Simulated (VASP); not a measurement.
**PbS: single point with r2SCAN+D4**

PbS:

```
Pb S
1.0
     2.10051    1.21273    3.43019
    -2.10051    1.21273    3.43019
     0.00000   -2.42546    3.43019
Pb S
1 1
Direct
  0.97814 0.97814 0.97814
  0.47746 0.47746 0.47746
```

```
Program             : VASP 6.6.1
Task                : single point
Functional          : r2SCAN
Dispersion          : D4
Potentials or basis : VASP PAW PBE potentials, release 64 (Pb_d, S)
Cutoff              : 520 eV
k mesh              : 6 × 6 × 6
Occupations         : gaussian, width 0.01 eV
Spin                : no spin polarisation
```

The pressure is 0.3 GPa, the band gap on the k mesh is 0.64 eV, direct and the dispersion energy per atom is -0.131 eV.

Levels at points of the mesh, in eV from the valence-band top:
```tsv
k point	band 6	band 7	band 8	band 9	band 10	band 11	band 12	band 13	band 14	band 15
(0.00, 0.00, 0.00)	-14.17	-6.11	-2.31	-2.31	-2.31	5.54	5.54	5.54	7.15	7.15
(0.50, 0.00, 0.00)	-12.93	-9.08	-1.91	-1.91	0.00	0.64	2.19	2.19	9.16	10.63
(0.50, 0.50, 0.50)	-12.93	-9.08	-1.91	-1.91	0.00	0.64	2.19	2.19	9.16	10.63
(0.50, 0.50, 0.00)	-12.47	-7.36	-5.34	-3.58	-3.58	4.17	5.99	6.07	6.07	11.70
```

Run time: 56 s on 1 thread of AMD EPYC 9R45 96-Core Processor (Zen 5), on a shared host, peak memory 0.17 GiB.

Caveat: the PAW data sets were made with another functional, which shifts forces and pressure a little; spin-orbit coupling is left out, which moves the levels of the heavy elements. A k mesh can miss the band edges.
